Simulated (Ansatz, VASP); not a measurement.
SiO2 in VASP and in Ansatz

The input INCAR:

```
SYSTEM = SiO2
ALGO = Normal ; EDIFF = 1E-6
ENCUT = 910 ; GGA_COMPAT = .FALSE.
ISIF = 2 ; ISMEAR = 0
LASPH = .TRUE. ; LCHARG = .TRUE.
LELF = .TRUE. ; LREAL = .FALSE.
LVHAR = .TRUE. ; LWAVE = .FALSE.
NBANDS = 25 ; NELM = 120
PREC = Accurate ; SIGMA = 0.05
```

Contents of KPOINTS:

```
k-points
0
G
  6 6 8
  0 0 0
```

File POSCAR:

```
SiO2
1.0
    4.1302000000      0.0000000000      0.0000000000
    0.0000000000      4.1302000000      0.0000000000
    0.0000000000      0.0000000000      2.4697000000
Si O
2 4
Direct
    0.5000000000      0.5000000000      0.5000000000
    0.0000000000      0.0000000000      0.0000000000
    0.6944252994      0.6944252994      0.0000000000
    0.1944252994      0.8055747006      0.5000000000
    0.3055747006      0.3055747006      0.0000000000
    0.8055747006      0.1944252994      0.5000000000
```

Input for Ansatz:

```yaml
crystal:
  lattice:
    - [4.1302, 0.0, 0.0]
    - [0.0, 4.1302, 0.0]
    - [0.0, 0.0, 2.4697]
  atoms:
    - { symbol: Si, position: [0.5, 0.5, 0.5] }
    - { symbol: Si, position: [0.0, 0.0, 0.0] }
    - { symbol: O, position: [0.6944252994, 0.6944252994, 0.0] }
    - { symbol: O, position: [0.1944252994, 0.8055747006, 0.5] }
    - { symbol: O, position: [0.3055747006, 0.3055747006, 0.0] }
    - { symbol: O, position: [0.8055747006, 0.1944252994, 0.5] }
basis:
  ecutwfc: 520.0
kpoints:
  mp_grid: { grid: [6, 6, 8] }
hamiltonian:
  xc: lda
  pseudopotentials: { kind: paw, azcp: { folder: soft_1 } }
scf:
  occupations: { method: gaussian, width: 0.05 }
output:
  forces: true
  stress: true
  eigenvalues: true
```

Alike in both runs: task single point; functional LDA; k mesh 6 × 6 × 8; occupations gaussian, width 0.05 eV; no spin polarisation.

```csv
,VASP,Ansatz
version,VASP 6.6.1,Ansatz 0.2.0
potentials or method,"VASP PAW LDA potentials, release 64 (Si, O_h), cutoff 910 eV","scalar-relativistic, plane waves, PAW"
valence electrons in the cell,32,32
```

|  | VASP | Ansatz | Ansatz less VASP |
| --- | --- | --- | --- |
| gap on the k mesh at the Fermi level (eV) | 7.65 | 7.63 | -0.019 |
| least direct gap on the mesh (eV) | 7.65 | 7.63 | -0.019 |
| rms of the force components (eV/Å) | 0.248 | 0.230 | -0.0178 |

Ansatz warns that its potentials were made for another functional, while VASP's fit it. LDA's correlation is that of Perdew and Zunger in VASP and of Perdew and Wang (1992) in Ansatz. Atom by atom the forces differ by 0.018 eV/Å (rms over components).

Noted on VASP's run: the cutoff is short for stress, so the pressure is rough.
